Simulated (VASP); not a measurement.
# MoSe2 (P6_3/mmc) in VASP: notebook

Aim: see how the results for MoSe2 move with the level of theory and the settings. Levels: LDA, r2SCAN. Tasks: single point, relaxation of cell and atoms.

Program: VASP 6.6.1. These are calculated values, not measurements. Logs are shortened: lines on timing, memory, paths and dates and some standing lists are left out, and cuts for length are marked.

## 1. The cell of the first run

It takes space group P6_3/mmc (No. 194, hexagonal). The conventional cell has a = 3.248 Å, b = 3.248 Å, c = 12.741 Å, α = 90.00°, β = 90.00°, γ = 120.00°. Within 3.3 Å of Mo (site symmetry -6m2) lie 6 Se at 2.50 Å and 6 Mo at 3.25 Å. Se (site symmetry 3m) has 3 Mo at 2.50 Å and 6 Se at 3.25 Å within 3.3 Å.

## 2. Single point, LDA

Contents of INCAR:

```
SYSTEM = MoSe2
  PREC = Accurate
  ENCUT = 500
  EDIFF = 1E-6
  ISMEAR = 0
  SIGMA = 0.02
  LREAL = .FALSE.
  LASPH = .TRUE.
  NELM = 120
  ALGO = Normal
  ISIF = 2
  LWAVE = .FALSE.
  LCHARG = .TRUE.
  LELF = .TRUE.
  LVHAR = .TRUE.
  NBANDS = 35
  GGA_COMPAT = .FALSE.
```

Contents of KPOINTS:

```
regular mesh
0
G
  12 12 2
  0 0 0
```

Contents of POSCAR:

```
MoSe2
1.0
    3.2482199929      0.0000000000      0.0000000000
   -1.6241099965      2.8130410309      0.0000000000
    0.0000000000      0.0000000000     12.7413709174
Mo Se
2 4
Direct
    0.3333333333      0.6666666667      0.2500000000
    0.6666666667      0.3333333333      0.7500000000
    0.3333333333      0.6666666667      0.6199191394
    0.6666666667      0.3333333333      0.1199191394
    0.3333333333      0.6666666667      0.8800808606
    0.6666666667      0.3333333333      0.3800808606
```

Potentials or basis: VASP PAW LDA potentials, release 64 (Mo_sv, Se).

The run is started by

```bash
$ cat potpaw_LDA.64/Mo_sv/POTCAR potpaw_LDA.64/Se/POTCAR > POTCAR
$ mpirun -np 1 vasp_std > vasp.out
```

OUTCAR:

```text
SYSTEM = MoSe2
   PREC = Accurate
   ENCUT = 500
   EDIFF = 1E-6
   ISMEAR = 0
   LREAL = .FALSE.
   LASPH = .TRUE.
   NELM = 120
   ISIF = 2

 ion  position               nearest neighbor table
   1  0.333  0.667  0.250-   4 2.50   6 2.50   4 2.50   6 2.50   4 2.50   6 2.50
   2  0.667  0.333  0.750-   3 2.50   5 2.50   3 2.50   5 2.50   3 2.50   5 2.50
   3  0.333  0.667  0.620-   2 2.50   2 2.50   2 2.50
   4  0.667  0.333  0.120-   1 2.50   1 2.50   1 2.50
   5  0.333  0.667  0.880-   2 2.50   2 2.50   2 2.50
   6  0.667  0.333  0.380-   1 2.50   1 2.50   1 2.50

  LATTYP: Found a hexagonal cell.
 ALAT       =     3.2482199929
 C/A-ratio  =     3.9225701908

  Lattice vectors:

 A1 = (   3.2482199929,   0.0000000000,   0.0000000000)
 A2 = (  -1.6241099965,   2.8130410309,   0.0000000000)
 A3 = (   0.0000000000,   0.0000000000,  12.7413709174)

Analysis of symmetry for initial positions (statically):
=====================================================================
 Subroutine PRICEL returns:
 Original cell was already a primitive cell.

 Routine SETGRP: Setting up the symmetry group for a
 hexagonal supercell.

 Subroutine GETGRP returns: Found 24 space group operations
 (whereof 12 operations were pure point group operations)
 out of a pool of 24 trial point group operations.

The static configuration has the point symmetry D_3d.
 The point group associated with its full space group is D_6h.

Analysis of symmetry for dynamics (positions and initial velocities):
=====================================================================
 Subroutine PRICEL returns:
 Original cell was already a primitive cell.

 Routine SETGRP: Setting up the symmetry group for a
 hexagonal supercell.

 Subroutine GETGRP returns: Found 24 space group operations
 (whereof 12 operations were pure point group operations)
 out of a pool of 24 trial point group operations.

The dynamic configuration has the point symmetry D_3d.
 The point group associated with its full space group is D_6h.

 Subroutine INISYM returns: Found 24 space group operations
 (whereof 12 operations are pure point group operations),
 and found     1 'primitive' translations

----------------------------------------------------------------------------------------

                                     Primitive cell

  volume of cell :     116.4227

  direct lattice vectors                    reciprocal lattice vectors
     3.248219993  0.000000000  0.000000000     0.307860921  0.177743586  0.000000000
    -1.624109997  2.813041031  0.000000000     0.000000000  0.355487172  0.000000000
     0.000000000  0.000000000 12.741370917     0.000000000  0.000000000  0.078484490

  length of vectors
     3.248219993  3.248219993 12.741370917     0.355487172  0.355487172  0.078484490

  position of ions in fractional coordinates (direct lattice)
     0.333333333  0.666666667  0.250000000
     0.666666667  0.333333333  0.750000000
     0.333333333  0.666666667  0.619919139
     0.666666667  0.333333333  0.119919139
     0.333333333  0.666666667  0.880080861
     0.666666667  0.333333333  0.380080861

  ion indices of the primitive-cell ions
   primitive index   ion index
                 1           1
                 2           2
                 3           3
                 4           4
                 5           5
                 6           6

----------------------------------------------------------------------------------------

 KPOINTS: regular mesh

Automatic generation of k-mesh.
 Grid dimensions read from file:
 generate k-points for:   12   12    2

 Generating k-lattice:

  Cartesian coordinates                     Fractional coordinates (reciprocal lattice)
     0.025655077  0.014811965  0.000000000     0.083333333  0.000000000  0.000000000
     0.000000000  0.029623931  0.000000000     0.000000000  0.083333333  0.000000000
     0.000000000  0.000000000  0.039242245     0.000000000  0.000000000  0.500000000

  Length of vectors
     0.029623931  0.029623931  0.039242245

  Shift w.r.t. Gamma in fractional coordinates (k-lattice)
     0.000000000  0.000000000  0.000000000

 Subroutine IBZKPT returns following result:
 ===========================================

 Found     38 irreducible k-points:

 Following reciprocal coordinates:
            Coordinates               Weight
  0.000000  0.000000  0.000000      1.000000
  0.083333  0.000000  0.000000      6.000000
  0.166667  0.000000  0.000000      6.000000
  0.250000 -0.000000  0.000000      6.000000
  0.333333  0.000000  0.000000      6.000000
  0.416667  0.000000  0.000000      6.000000
[... 16 lines left out ...]
  0.250000 -0.000000  0.500000      6.000000
  0.333333  0.000000  0.500000      6.000000
 [... further k-points ...]
   k-points           NKPTS =     38   k-points in BZ     NKDIM =     38   number of bands    NBANDS=     35
   number of dos      NEDOS =    301   number of ions     NIONS =      6
   total plane-waves  NPLWV =  55296
   dimension x,y,z NGX =    24 NGY =   24 NGZ =   96
   dimension x,y,z NGXF=    48 NGYF=   48 NGZF=  192
   ions per type =               2   4
   NGX,Y,Z   is equivalent  to a cutoff of  12.28, 12.28, 12.53 a.u.
   NGXF,Y,Z  is equivalent  to a cutoff of  24.57, 24.57, 25.05 a.u.
 SYSTEM =  MoSe2
   PREC   = accura    normal or accurate (medium, high low for compatibility)
   ISTART =      0    job   : 0-new  1-cont  2-samecut
   ICHARG =      2    charge: 1-file 2-atom 10-const
   ISPIN  =      1    spin polarized calculation?
   LNONCOLLINEAR =      F non collinear calculations
   LSORBIT =      F    spin-orbit coupling
   LASPH  =      T    aspherical Exc in radial PAW
   ENCUT  =  500.0 eV  36.75 Ry    6.06 a.u.   5.92  5.92 23.23*2*pi/ulx,y,z
   NELM   =    120;   NELMIN=  2; NELMDL= -5     # of ELM steps
   EDIFF  = 0.1E-05   stopping-criterion for ELM
   LREAL  =      F    real-space projection
   EDIFFG = 0.1E-04   stopping-criterion for IOM
   NSW    =      0    number of steps for IOM
   IBRION =     -1    ionic relax: 0-MD 1-quasi-New 2-CG
   NFREE  =      0    steps in history (QN), initial steepest desc. (CG)
   ISIF   =      2    stress and relaxation
   ISYM   =      2    0-nonsym 1-usesym 2-fastsym
   POTIM  = 0.5000    time-step for ionic-motion
   TEBEG  =    0.0;   TEEND  =   0.0 temperature during run
   PSTRESS=    0.0 pullay stress
   NELECT =      52.0000    total number of electrons
   NUPDOWN=      -1.0000    fix difference up-down
   EMIN   =  10.00;   EMAX   =-10.00  energy-range for DOS
   EFERMI =   0.00;   METHOD = LEGACY
   ISMEAR =     0;   SIGMA  =   0.02  broadening in eV -4-tet -1-fermi 0-gaus
   EFERMI_NEDOS =   21; number of points for ismear=-14 and -15
   IALGO  =     38    algorithm
   IMIX   =      4    mixing-type and parameters
     AMIX     =   0.40;   BMIX     =  1.00
     AMIX_MAG =   1.60;   BMIX_MAG =  1.00
  volume/ion in A,a.u.               =      19.40       130.94
  Fermi-wavevector in a.u.,A,eV,Ry     =   1.251402  2.364806 21.306807  1.566006
  Thomas-Fermi vector in A             =   2.385351
   LORBIT       =      0    0 simple, 1 ext, 2 COOP (PROOUT), +10 PAW based schemes
   GGA     = CA    functional components
   LHFCALC =     F    Hartree Fock is set to
   AEXX    =    0.0000 exact exchange contribution
   IVDW    =     0    specifies the selected vdW correction
   LEPSILON=     F    determine dielectric tensor
   LRPA    =     F    only Hartree local field effects (RPA)
 non-spin polarized calculation
 Gauss-broadening in eV      SIGMA  =   0.02
  energy-cutoff  :      500.00
  volume of cell :      116.42
 maximum number of plane-waves:      2989
 NGX is ok and might be reduce to    24
   NGX = 11   NGY = 11   NGZ = 47

 number of electron      51.9999991 magnetization

 Free energy of the ion-electron system (eV)
  ---------------------------------------------------
  ext. energy  EPLUGINS =         0.00000000
  ---------------------------------------------------
  free energy    TOTEN  =       -45.26812083 eV

  energy without entropy =      -45.26812083  energy(sigma->0) =      -45.26812083

 E-fermi :   7.0105     XC(G=0): -11.1455

 val. band max:        6.9200109419   @ k =   0.0000   0.0000   0.0000
 cond. band min:       7.6706887478   @ k =   0.1667   0.1667   0.0000
 fundamental gap:      0.7506778058
 Fermi energy:         7.0105076101

 k-point     1 :       0.0000    0.0000    0.0000
  band No.  band energies     occupation
      1     -53.9100      2.00000
      2     -53.9100      2.00000
      3     -28.3046      2.00000
      4     -28.3046      2.00000
      5     -28.0638      2.00000
      6     -28.0638      2.00000
[... 27 lines left out ...]
     34       9.8965      0.00000
     35      12.3235      0.00000

 k-point     2 :       0.0833    0.0000    0.0000
  band No.  band energies     occupation
      1     -53.9080      2.00000
      2     -53.9079      2.00000
      3     -28.3001      2.00000
      4     -28.3000      2.00000
      5     -28.0852      2.00000
      6     -28.0852      2.00000
[... 27 lines left out ...]
     34       9.7565      0.00000
     35      12.9049      0.00000

 k-point     3 :       0.1667    0.0000    0.0000
  band No.  band energies     occupation
      1     -53.9024      2.00000
      2     -53.9024      2.00000
      3     -28.2877      2.00000
      4     -28.2876      2.00000
      5     -28.1434      2.00000
      6     -28.1434      2.00000
[... 27 lines left out ...]
     34      10.1248      0.00000
     35      13.7856      0.00000

 k-point     4 :       0.2500   -0.0000    0.0000
  band No.  band energies     occupation
      1     -53.8949      2.00000
      2     -53.8949      2.00000
      3     -28.2707      2.00000
      4     -28.2707      2.00000
      5     -28.2219      2.00000
      6     -28.2219      2.00000
[... 27 lines left out ...]
     34      10.5204      0.00000
     35      13.9634      0.00000

 k-point     5 :       0.3333    0.0000    0.0000
  band No.  band energies     occupation
      1     -53.8874      2.00000
      2     -53.8874      2.00000
      3     -28.2994      2.00000
      4     -28.2994      2.00000
      5     -28.2537      2.00000
      6     -28.2537      2.00000
[... 638 lines left out ...]
 k-point    22 :       0.1667    0.0000    0.5000
  band No.  band energies     occupation
      1     -53.9024      2.00000
      2     -53.9024      2.00000
      3     -28.2877      2.00000
      4     -28.2877      2.00000
      5     -28.1434      2.00000
      6     -28.1434      2.00000
[... 27 lines left out ...]
     34      10.0292      0.00000
     35      14.0789      0.00000

 k-point    23 :       0.2500   -0.0000    0.5000
  band No.  band energies     occupation
      1     -53.8949      2.00000
      2     -53.8949      2.00000
      3     -28.2707      2.00000
      4     -28.2707      2.00000
      5     -28.2219      2.00000
      6     -28.2219      2.00000
[... 27 lines left out ...]
     34      10.3525      0.00000
     35      14.0182      0.00000

 k-point    24 :       0.3333    0.0000    0.5000
  band No.  band energies     occupation
      1     -53.8874      2.00000
      2     -53.8874      2.00000
      3     -28.2994      2.00000
      4     -28.2994      2.00000
      5     -28.2537      2.00000
      6     -28.2537      2.00000
[... 27 lines left out ...]
     34      10.5682      0.00000
     35      13.2394      0.00000

 [... further k-points ...]
[... 5 lines left out ...]
  --------------------------------------------------------------------------------------
  -------------------------------------------------------------------------------------
  Total        0.3786611      0.3786611      0.5064634     -0.0000000     -0.0000000      0.0000000
  in kB        5.2110299      5.2110299      6.9698108     -0.0000000     -0.0000000      0.0000000
  external PRESSURE =       5.7972902 kB  Pullay stress =       0.0000000 kB

 VOLUME and BASIS-vectors are now :
 -----------------------------------------------------------------------------
  energy-cutoff  :      500.00
  volume of cell :      116.42
      direct lattice vectors                 reciprocal lattice vectors
     3.248219993  0.000000000  0.000000000     0.307860921  0.177743586  0.000000000
    -1.624109997  2.813041031  0.000000000     0.000000000  0.355487172  0.000000000
     0.000000000  0.000000000 12.741370917     0.000000000  0.000000000  0.078484490

 POSITION                                       TOTAL-FORCE (eV/Angst)
 -----------------------------------------------------------------------------------
     -0.00000      1.87536      3.18534         0.000000      0.000000      0.000000
      1.62411      0.93768      9.55603         0.000000     -0.000000      0.000000
     -0.00000      1.87536      7.89862        -0.000000     -0.000000     -0.076398
      1.62411      0.93768      1.52793        -0.000000      0.000000     -0.076398
     -0.00000      1.87536     11.21344         0.000000     -0.000000      0.076398
      1.62411      0.93768      4.84275         0.000000      0.000000      0.076398
 -----------------------------------------------------------------------------------
    total drift:                               -0.000000      0.000000     -0.000000

  FREE ENERGIE OF THE ION-ELECTRON SYSTEM (eV)
  ---------------------------------------------------
  free  energy   TOTEN  =       -45.2681208271 eV

  energy  without entropy=      -45.2681208271  energy(sigma->0) =      -45.26812083
```

Wall time 1.8 min (1 thread of Intel Xeon 6975P-C, shared host); peak memory 0.26 GiB.

What came out:

| Quantity | Value |
| --- | --- |
| Free energy | -45.2681 eV |
| Pressure | 0.6 GPa |
| Largest force | 0.076 eV/Å |
| Band gap on the k mesh | 0.75 eV, indirect (least direct gap 1.52 eV) |

Forces in eV/Å, atoms in the order of the input:
```
Mo   0.000  0.000  0.000
Mo   0.000  0.000  0.000
Se   0.000  0.000 -0.076
Se   0.000  0.000 -0.076
Se   0.000  0.000  0.076
Se   0.000  0.000  0.076
```

A k mesh can miss the band edges. LDA gaps usually lie below the measured ones, often by a third to a half.

[end of part 1 of 2]
